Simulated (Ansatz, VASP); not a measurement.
## One calculation of KSi2Ag2, two programs

```xyz
5
Lattice="0.0000 4.4217 0.0000 4.4217 0.0000 0.0000 2.2108 2.2108 -5.2898" Properties=species:S:1:pos:R:3 pbc="T T T"
Si    2.2108    2.2108   -1.1743
Si    4.4217    4.4217   -4.1155
Ag    2.2108    4.4217   -2.6449
Ag    4.4217    2.2108   -2.6449
K     0.0000    0.0000    0.0000
```

Alike in both runs: task single point; functional r2SCAN; k mesh 8 × 8 × 8; no spin polarisation.

|  | VASP | Ansatz |
| --- | --- | --- |
| version | VASP 6.6.1 | Ansatz 0.2.0 |
| potentials or method | VASP PAW PBE potentials, release 64 (Si, Ag, K_sv), cutoff 520 eV | PAW plane waves |
| occupations | fermi-dirac, width 0.1 eV | fermi-dirac |
| valence electrons in the cell | 39 | 55 |

Ansatz gave:

```
pressure (GPa)                                                : -0.5
traceless stress, the component that is largest in VASP (GPa) : -2.80
rms of the force components (eV/Å)                            : 0.043
```

Which values does VASP return?

Pressure (GPa): -0.5; traceless stress, the component that is largest in VASP (GPa): -2.80; rms of the force components (eV/Å): 0.046.

VASP's potentials were made for PBE, not for r2SCAN. Atom by atom the forces differ by 0.003 eV/Å (rms over components). VASP's potentials hold 39 valence electrons a cell and Ansatz's 55, so a difference there can come from the potentials and not from the codes.
